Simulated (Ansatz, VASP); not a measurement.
## NbTe in VASP and in Ansatz

The input INCAR:

```
SYSTEM = NbTe
PREC     = Accurate       ! precision mode
ENCUT    = 500            ! plane-wave cutoff, eV
EDIFF    = 1E-6           ! SCF threshold, eV
ISMEAR   = 0              ! smearing method
SIGMA    = 0.1            ! smearing width, eV
LREAL    = .False.        ! projectors in reciprocal space
LASPH    = .True.         ! aspherical terms in the spheres
NELM     = 200            ! most SCF steps
ALGO     = Normal         ! electronic algorithm
ISIF     = 2              ! what is computed and relaxed
LWAVE    = .False.        ! write WAVECAR
LCHARG   = .False.        ! write CHGCAR
ISPIN    = 2              ! spin polarisation
MAGMOM   = 0 0            ! initial moments
LORBIT   = 11             ! projections on sites
LMAXMIX  = 4              ! l up to which the mixer works
GGA      = PE             ! functional
NBANDS   = 20             ! bands
GGA_COMPAT= .False.
```

Contents of KPOINTS:

```
Automatic mesh
0
Gamma
  6 6 4
  0 0 0
```

Contents of POSCAR:

```
NbTe
1.0
    3.7029743866      0.0000000000      0.0000000000
   -1.8514871933      3.2068698884      0.0000000000
    0.0000000000      0.0000000000      3.6942110000
Nb Te
1 1
Direct
    0.0000000000      0.0000000000      0.5000000000
    0.6666666667      0.3333333333      0.0000000000
```

Input for Ansatz:

```yaml
crystal:
  lattice:
    - [3.7029743866, 0.0, 0.0]
    - [-1.8514871933, 3.2068698884, 0.0]
    - [0.0, 0.0, 3.694211]
  atoms:
    - { symbol: Nb, position: [0.0, 0.0, 0.5] }
    - { symbol: Te, position: [0.6666666667, 0.3333333333, 0.0] }
basis:
  ecutwfc: 420
kpoints:
  mp_grid: { grid: [6, 6, 4] }
hamiltonian:
  xc: pbe
scf:
  occupations: { method: gaussian, width: 0.1 }
output:
  forces: true
  stress: true
  eigenvalues: true
magnetization:
  spin_polarized: true
```

Alike in both runs: task single point; functional PBE; k mesh 6 × 6 × 4; occupations gaussian, width 0.1 eV; collinear spin.

|  | VASP | Ansatz |
| --- | --- | --- |
| version | VASP 6.6.1 | Ansatz 0.2.0 |
| potentials or method | VASP PAW PBE potentials, release 64 (Nb_sv, Te), cutoff 500 eV | scalar-relativistic, plane waves, PAW |
| valence electrons in the cell | 19 | 29 |

VASP gave:

```
gap on the k mesh at the Fermi level (eV)                     : none
pressure (GPa)                                                : -0.8
traceless stress, the component that is largest in VASP (GPa) : 1.50
```

Problem. Estimate Ansatz's values.

Solution. gap on the k mesh at the Fermi level (eV): none; pressure (GPa): -0.6; traceless stress, the component that is largest in VASP (GPa): 1.54.

A gap of «none» marks a metal or a gap that the smearing closes. With one functional, cell and mesh, what is left measures potentials, basis and numerics. VASP's potentials hold 19 valence electrons a cell and Ansatz's 29, so a difference there can come from the potentials and not from the codes. Ansatz's warnings: no starting moments, stability check not made.

The k mesh is coarse, so the values compare programs but aren't converged. Spin-orbit coupling is off throughout.
